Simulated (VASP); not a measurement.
A run of VASP 6.6.1 is set up as follows.

Contents of POSCAR:

```
Ta
1.0
    0.0000000000      2.0505446370      2.0505446370
    2.0505446370      0.0000000000      2.0505446370
    2.0505446370      2.0505446370      0.0000000000
Ta
1
Direct
    0.0000000000      0.0000000000      0.0000000000
```

INCAR.step1

```
  PREC = Accurate
  ENCUT = 520
  ISMEAR = -1
  SIGMA = 0.08
  LREAL = F
  LASPH = T
  NELM = 100
  NBANDS = 12
  GGA = PE
  ALGO = Normal
  EDIFF = 1E-4
  LWAVE = T
  LCHARG = F
```

Contents of INCAR.step2:

```
  PREC = Accurate
  ENCUT = 520
  EDIFF = 1E-8
  ISMEAR = -1
  SIGMA = 0.08
  LREAL = F
  LASPH = T
  NELM = 100
  ALGO = Normal
  ISIF = 2
  LWAVE = F
  LCHARG = F
  METAGGA = R2SCAN
  LMIXTAU = T
  LEFG = T
  NBANDS = 12
  ISTART = 1
```

The input KPOINTS:

```
Automatic mesh
0
Gamma
  14 14 14
```

Potentials or basis: VASP PAW PBE potentials, release 64 (Ta_pv).

The run is started by

```console
$ cat potpaw_PBE.64/Ta_pv/POTCAR > POTCAR
$ cp INCAR.step1 INCAR
$ mpirun -np 1 vasp_std > vasp.out
$ cp INCAR.step2 INCAR
$ mpirun -np 1 vasp_std > vasp.out
```

Problem. What does it give for the band gap on the k mesh?

Solution. Zero (an odd number of electrons rules out a gap without spin polarisation).

Problem. Predict the pressure.

Solution. 18.3 GPa.

Caveat: the cell stands under pressure; the PAW data sets were made with another functional, which shifts forces and pressure a little; spin-orbit coupling is left out, which moves the levels of the heavy elements.
